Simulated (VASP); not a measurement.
# CaO (Fm-3m) in VASP: further runs, part 3 of 3

VASP 6.6.1. The steps go on from the part before.

## 5. Relaxation of cell and atoms, PBEsol, target pressure 35 GPa, at which the enthalpy is minimised

Input file INCAR:

```
SYSTEM = CaO
PREC = Accurate
ENCUT = 600
EDIFF = 1E-7
ISMEAR = 0
SIGMA = 0.1
LREAL = .False.
LASPH = .True.
NELM = 120
ALGO = Normal
ISIF = 3
LWAVE = .False.
LCHARG = .False.
GGA = PS
IBRION = 2
NSW = 80
EDIFFG = -0.05
PSTRESS = 350.0
GGA_COMPAT = .False.
NELMIN = 4
```

Input file KPOINTS:

```
Automatic mesh
0
Gamma
  8 8 8
  0 0 0
```

Input file POSCAR:

```
CaO
1.0
    0.0000000000      2.2322311871      2.2322311871
    2.2322311871      0.0000000000      2.2322311871
    2.2322311871      2.2322311871      0.0000000000
Ca O
1 1
Direct
    0.0000000000      0.0000000000      0.0000000000
    0.5000000000      0.5000000000      0.5000000000
```

Potentials or basis: VASP PAW PBE potentials, release 64 (Ca_sv, O).

Run with:

```bash
$ cat potpaw_PBE.64/Ca_sv/POTCAR potpaw_PBE.64/O/POTCAR > POTCAR
$ mpirun -np 1 vasp_std > vasp.out
```

OUTCAR:

```text
SYSTEM = CaO
   PREC = Accurate
   ENCUT = 600
   EDIFF = 1E-7
   ISMEAR = 0
   LREAL = .False.
   LASPH = .True.
   NELM = 120
   ISIF = 3
   GGA = PS
   IBRION = 2
   NSW = 80
   EDIFFG = -0.05
   PSTRESS = 350.0
   NELMIN = 4

 ion  position               nearest neighbor table
   1  0.000  0.000  0.000-   2 2.23   2 2.23   2 2.23   2 2.23   2 2.23   2 2.23
   2  0.500  0.500  0.500-   1 2.23   1 2.23   1 2.23   1 2.23   1 2.23   1 2.23

  LATTYP: Found a face centered cubic cell.
 ALAT       =     4.4644623742

  Lattice vectors:

 A1 = (   0.0000000000,   2.2322311871,   2.2322311871)
 A2 = (   2.2322311871,   0.0000000000,   2.2322311871)
 A3 = (   2.2322311871,   2.2322311871,   0.0000000000)

Analysis of symmetry for initial positions (statically):
=====================================================================
 Subroutine PRICEL returns:
 Original cell was already a primitive cell.

 Routine SETGRP: Setting up the symmetry group for a
 face centered cubic supercell.

 Subroutine GETGRP returns: Found 48 space group operations
 (whereof 48 operations were pure point group operations)
 out of a pool of 48 trial point group operations.

The static configuration has the point symmetry O_h .

Analysis of symmetry for dynamics (positions and initial velocities):
=====================================================================
 Subroutine PRICEL returns:
 Original cell was already a primitive cell.

 Routine SETGRP: Setting up the symmetry group for a
 face centered cubic supercell.

 Subroutine GETGRP returns: Found 48 space group operations
 (whereof 48 operations were pure point group operations)
 out of a pool of 48 trial point group operations.

The dynamic configuration has the point symmetry O_h .

 Subroutine INISYM returns: Found 48 space group operations
 (whereof 48 operations are pure point group operations),
 and found     1 'primitive' translations

----------------------------------------------------------------------------------------

                                     Primitive cell

  volume of cell :      22.2458

  direct lattice vectors                    reciprocal lattice vectors
     0.000000000  2.232231187  2.232231187    -0.223991136  0.223991136  0.223991136
     2.232231187  0.000000000  2.232231187     0.223991136 -0.223991136  0.223991136
     2.232231187  2.232231187  0.000000000     0.223991136  0.223991136 -0.223991136

  length of vectors
     3.156851619  3.156851619  3.156851619     0.387964028  0.387964028  0.387964028

  position of ions in fractional coordinates (direct lattice)
     0.000000000  0.000000000  0.000000000
     0.500000000  0.500000000  0.500000000

  ion indices of the primitive-cell ions
   primitive index   ion index
                 1           1
                 2           2

----------------------------------------------------------------------------------------

 KPOINTS: Automatic mesh

Automatic generation of k-mesh.
 Grid dimensions read from file:
 generate k-points for:    8    8    8

 Generating k-lattice:

  Cartesian coordinates                     Fractional coordinates (reciprocal lattice)
[... 50 lines left out ...]
 SYSTEM =  CaO
   PREC   = accura    normal or accurate (medium, high low for compatibility)
   ISTART =      0    job   : 0-new  1-cont  2-samecut
   ICHARG =      2    charge: 1-file 2-atom 10-const
   ISPIN  =      1    spin polarized calculation?
   LNONCOLLINEAR =      F non collinear calculations
   LSORBIT =      F    spin-orbit coupling
   LASPH  =      T    aspherical Exc in radial PAW
   ENCUT  =  600.0 eV  44.10 Ry    6.64 a.u.   6.31  6.31  6.31*2*pi/ulx,y,z
   NELM   =    120;   NELMIN=  4; NELMDL= -5     # of ELM steps
   EDIFF  = 0.1E-06   stopping-criterion for ELM
   LREAL  =      F    real-space projection
   EDIFFG = -.5E-01   stopping-criterion for IOM
   NSW    =     80    number of steps for IOM
   IBRION =      2    ionic relax: 0-MD 1-quasi-New 2-CG
   NFREE  =      1    steps in history (QN), initial steepest desc. (CG)
   ISIF   =      3    stress and relaxation
   ISYM   =      2    0-nonsym 1-usesym 2-fastsym
   POTIM  = 0.5000    time-step for ionic-motion
   TEBEG  =    0.0;   TEEND  =   0.0 temperature during run
   PSTRESS=  350.0 pullay stress
   NELECT =      16.0000    total number of electrons
   NUPDOWN=      -1.0000    fix difference up-down
   EMIN   =  10.00;   EMAX   =-10.00  energy-range for DOS
   EFERMI =   0.00;   METHOD = LEGACY
   ISMEAR =     0;   SIGMA  =   0.10  broadening in eV -4-tet -1-fermi 0-gaus
   EFERMI_NEDOS =   21; number of points for ismear=-14 and -15
   IALGO  =     38    algorithm
   IMIX   =      4    mixing-type and parameters
     AMIX     =   0.40;   BMIX     =  1.00
     AMIX_MAG =   1.60;   BMIX_MAG =  1.00
  volume/ion in A,a.u.               =      11.12        75.06
  Fermi-wavevector in a.u.,A,eV,Ry     =   1.466782  2.771817 29.272258  2.151450
  Thomas-Fermi vector in A             =   2.582479
   LORBIT       =      0    0 simple, 1 ext, 2 COOP (PROOUT), +10 PAW based schemes
   GGA     = PS    functional components
   LHFCALC =     F    Hartree Fock is set to
   AEXX    =    0.0000 exact exchange contribution
   IVDW    =     0    specifies the selected vdW correction
   LEPSILON=     F    determine dielectric tensor
   LRPA    =     F    only Hartree local field effects (RPA)
 conjugate gradient relaxation of ions
 non-spin polarized calculation
 Gauss-broadening in eV      SIGMA  =   0.10
  energy-cutoff  :      600.00
  volume of cell :       22.25
 maximum number of plane-waves:       754
 NGX is ok and might be reduce to    28
   NGX = 13   NGY = 13   NGZ = 13

--------------------------------------- Ionic step        1  -------------------------------------------

 number of electron      16.0000000 magnetization

 Free energy of the ion-electron system (eV)
  ---------------------------------------------------
  ext. energy  EPLUGINS =         0.00000000
  ---------------------------------------------------
  free energy    TOTEN  =       -12.93369115 eV

  energy without entropy =      -12.93369115  energy(sigma->0) =      -12.93369115

------------------------ aborting loop because EDIFF is reached ----------------------------------------

  FORCE on cell =-STRESS in cart. coord.  units (eV):
  Direction    XX          YY          ZZ          XY          YZ          ZX
  --------------------------------------------------------------------------------------
  -------------------------------------------------------------------------------------
  Total        5.0552348      5.0552348      5.0552348     -0.0000000     -0.0000000      0.0000000
  in kB      364.0863569    364.0863569    364.0863569     -0.0000000     -0.0000000      0.0000000
  external PRESSURE =      14.0863569 kB  Pullay stress =     350.0000000 kB
[... 63 lines left out ...]
--------------------------------------- Ionic step        3  -------------------------------------------

 number of electron      16.0000000 magnetization

 Free energy of the ion-electron system (eV)
  ---------------------------------------------------
  ext. energy  EPLUGINS =         0.00000000
  ---------------------------------------------------
  free energy    TOTEN  =       -12.96090419 eV

  energy without entropy =      -12.96090419  energy(sigma->0) =      -12.96090419

 E-fermi :   4.1173     XC(G=0): -11.8559

 val. band max:        3.5847655674   @ k =   0.0000   0.0000   0.0000
 cond. band min:       6.8915132014   @ k =   0.5000   0.5000   0.0000
 fundamental gap:      3.3067476339
 Fermi energy:         4.1172904019

 k-point     1 :       0.0000    0.0000    0.0000
  band No.  band energies     occupation
      1     -33.0608      2.00000
      2     -13.6449      2.00000
      3     -13.6449      2.00000
      4     -13.6449      2.00000
      5     -12.2803      2.00000
      6       3.5848      2.00000
      7       3.5848      2.00000
      8       3.5848      2.00000
      9      10.1163      0.00000
     10      10.2023      0.00000
     11      10.2023      0.00000
     12      10.2023      0.00000
[... 331 lines left out ...]
 k-point    24 :      -0.3750    0.2500    0.1250
  band No.  band energies     occupation
      1     -32.7445      2.00000
      2     -15.6980      2.00000
      3     -14.1456      2.00000
      4     -13.9037      2.00000
      5     -10.4547      2.00000
      6       1.1354      2.00000
      7       2.1734      2.00000
      8       2.2353      2.00000
      9      11.1066      0.00000
     10      11.1726      0.00000
     11      13.6385      0.00000
     12      14.2859      0.00000

 [... further k-points ...]

------------------------ aborting loop because EDIFF is reached ----------------------------------------

  FORCE on cell =-STRESS in cart. coord.  units (eV):
  Direction    XX          YY          ZZ          XY          YZ          ZX
  --------------------------------------------------------------------------------------
  -------------------------------------------------------------------------------------
  Total        4.8862950      4.8862950      4.8862950     -0.0000000      0.0000000      0.0000000
  in kB      349.9974556    349.9974556    349.9974556     -0.0000000      0.0000000      0.0000000
  external PRESSURE =      -0.0025444 kB  Pullay stress =     350.0000000 kB
[... 21 lines left out ...]
  energy  without entropy=      -12.9609041868  energy(sigma->0) =      -12.96090419

  enthalpy is  TOTEN    =        -8.0745736674 eV   P V=        4.8863305193

 reached required accuracy - stopping structural energy minimisation
```

CONTCAR:

```text
CaO
   1.00000000000000
    -0.0000000000000000    2.2363089099846380    2.2363089099846380
     2.2363089099846380   -0.0000000000000000    2.2363089099846380
     2.2363089099846380    2.2363089099846380    0.0000000000000000
  Ca              O
     1     1
Direct
     0.0000000000000000    0.0000000000000000    0.0000000000000000
     0.5000000000000000    0.5000000000000000    0.5000000000000000

  0.00000000E+00  0.00000000E+00  0.00000000E+00
  0.00000000E+00  0.00000000E+00  0.00000000E+00
```

Run time: 34 s. Hardware: 1 thread of Intel Xeon Platinum 8259CL at 2.50GHz (Skylake/Cascade Lake), shared host; peak memory 0.16 GiB.

What came out:

```yaml
Free_energy: -12.9609 eV
Relaxed_volume: 11.18 Å³/atom
Relaxed_cell: a = 3.163 Å, b = 3.163 Å, c = 3.163 Å, α = 60.00°, β = 60.00°, γ = 60.00°
Space_group_after_relaxing_to_0.1_Å: Fm-3m (No. 225)
Energy_change_on_relaxing_the_run_minimises_the_enthalpy: -13.6 meV/atom
Ionic_steps: 3
Pressure_after_relaxing: 35.0 GPa
Band_gap_on_the_k_mesh: 3.31 eV (least direct gap 3.58 eV)
```

Step by step:
| step | energy change (eV) | largest force (eV/Å) | pressure (GPa) | volume (Å³) |
| --- | --- | --- | --- | --- |
| 1 | 0.0000 | 0.0000 | 36.41 | 22.25 |
| 2 | -0.0683 | 0.0000 | 32.83 | 22.56 |
| 3 | -0.0272 | 0.0000 | 35.00 | 22.37 |

Final structure:
```
Ca O
1.0
     0.00000    2.23631    2.23631
     2.23631    0.00000    2.23631
     2.23631    2.23631    0.00000
Ca O
1 1
Direct
  0.00000 0.00000 0.00000
  0.50000 0.50000 0.50000
```

Caveat: the cell is relaxed towards a set pressure, so the run minimises the enthalpy, not the energy; the PAW data sets were made with another functional, which shifts forces and pressure a little. A k mesh can miss the band edges.

## 6. Relaxation of cell and atoms, PBEsol, target pressure 35 GPa, at which the enthalpy is minimised

This run uses another cell than the first one, of 13.94 Å³/atom.

Input file INCAR:

```
SYSTEM = CaO
ALGO = Normal
EDIFF = 1E-7
EDIFFG = -0.05
ENCUT = 600
GGA = PS
GGA_COMPAT = .False.
IBRION = 2
ISIF = 3
ISMEAR = 0
LASPH = .True.
LCHARG = .False.
LREAL = .False.
LWAVE = .False.
NELM = 120
NELMIN = 4
NSW = 80
PREC = Accurate
PSTRESS = 350.0
SIGMA = 0.1
```

Input file KPOINTS:

```
k-points
0
Gamma
  8 8 8
  0 0 0
```

Input file POSCAR:

```
CaO
1.0
    0.0000000000      2.4065000000      2.4065000000
    2.4065000000      0.0000000000      2.4065000000
    2.4065000000      2.4065000000      0.0000000000
Ca O
1 1
Direct
    0.0000000000      0.0000000000      0.0000000000
    0.5000000000      0.5000000000      0.5000000000
```

Potentials or basis: VASP PAW PBE potentials, release 64 (Ca_sv, O).

Run with:

```bash
$ cat potpaw_PBE.64/Ca_sv/POTCAR potpaw_PBE.64/O/POTCAR > POTCAR
$ mpirun -np 1 vasp_std > vasp.out
```

It took 55 s on 1 thread of Intel Xeon Platinum 8259CL at 2.50GHz (Skylake/Cascade Lake), shared host; peak memory 0.18 GiB.

The run converged. Its results:

```
Free energy                                                : -12.9717 eV
Relaxed volume                                             : 11.18 Å³/atom
Relaxed cell                                               : a = 3.163 Å, b = 3.163 Å, c = 3.163 Å, α = 60.00°, β = 60.00°, γ = 60.00°
Space group after relaxing (to 0.1 Å)                      : Fm-3m (No. 225)
Energy change on relaxing (the run minimises the enthalpy) : +218.7 meV/atom
Ionic steps                                                : 5
Pressure after relaxing                                    : 35.0 GPa
Band gap on the k mesh                                     : 3.31 eV (least direct gap 3.58 eV)
```

Step by step:
| step | energy change (eV) | largest force (eV/Å) | pressure (GPa) | volume (Å³) |
| --- | --- | --- | --- | --- |
| 1 | 0.0000 | 0.0000 | -2.62 | 27.87 |
| 2 | 3.5517 | 0.0000 | 167.76 | 16.65 |
| 3 | 0.3598 | 0.0000 | 30.82 | 22.74 |
| 4 | 0.4156 | 0.0000 | 33.85 | 22.47 |
| 5 | 0.4374 | 0.0000 | 35.00 | 22.37 |

Final structure:
```
Ca O
1.0
     0.00000    2.23625    2.23625
     2.23625    0.00000    2.23625
     2.23625    2.23625    0.00000
Ca O
1 1
Direct
  0.00000 0.00000 0.00000
  0.50000 0.50000 0.50000
```

Levels at points of the mesh, in eV from the valence-band top:
| k point | band 6 | band 7 | band 8 | band 9 | band 10 | band 11 |
| --- | --- | --- | --- | --- | --- | --- |
| (0.00, 0.00, 0.00) | 0.00 | 0.00 | 0.00 | 6.53 | 6.62 | 6.62 |
| (0.50, 0.00, 0.00) | -3.26 | -1.75 | -1.75 | 8.03 | 9.55 | 9.55 |
| (0.50, 0.50, 0.00) | -1.07 | -0.28 | -0.28 | 3.31 | 9.78 | 10.15 |

Caveat: the cell is relaxed towards a set pressure, so the run minimises the enthalpy, not the energy; the volume moved by over 15 % at a fixed basis, so the end points are rough; the PAW data sets were made with another functional, which shifts forces and pressure a little.

## 7. Overview

```tsv
task	cell	k mesh	smearing	gap on the mesh (eV)	pressure (GPa)
single point	a = 3.157 Å, angles 60.0°, 2 atoms	8 × 8 × 8	gaussian 0.1 eV	3.30	36.4
single point	a = 3.157 Å, angles 60.0°, 2 atoms	10 × 10 × 10	gaussian 0.01 eV	3.30	36.4
single point	a = 3.157 Å, angles 60.0°, 2 atoms	10 × 10 × 10	gaussian 0.02 eV	3.30	36.4
relaxation of cell and atoms	relaxed to 35 GPa from a = 3.157 Å, angles 60.0°, 2 atoms	8 × 8 × 8	gaussian 0.1 eV	3.31	35.0
relaxation of cell and atoms	relaxed to 35 GPa from a = 3.403 Å, angles 60.0°, 2 atoms	8 × 8 × 8	gaussian 0.1 eV	3.31	35.0
```

Alike in all rows: level PBEsol; potentials or basis VASP PAW PBE potentials, release 64 (Ca_sv, O); no spin polarisation; cutoff (eV) 600.

Caveats: the PAW data sets were made with another functional, which shifts forces and pressure a little; the cell stands under pressure (at least some runs); the cell is relaxed towards a set pressure, so the run minimises the enthalpy, not the energy (at least some runs); the volume moved by over 15 % at a fixed basis, so the end points are rough (at least some runs).

Total energies depend on the potentials used, so only differences within one code and one set of settings carry meaning.
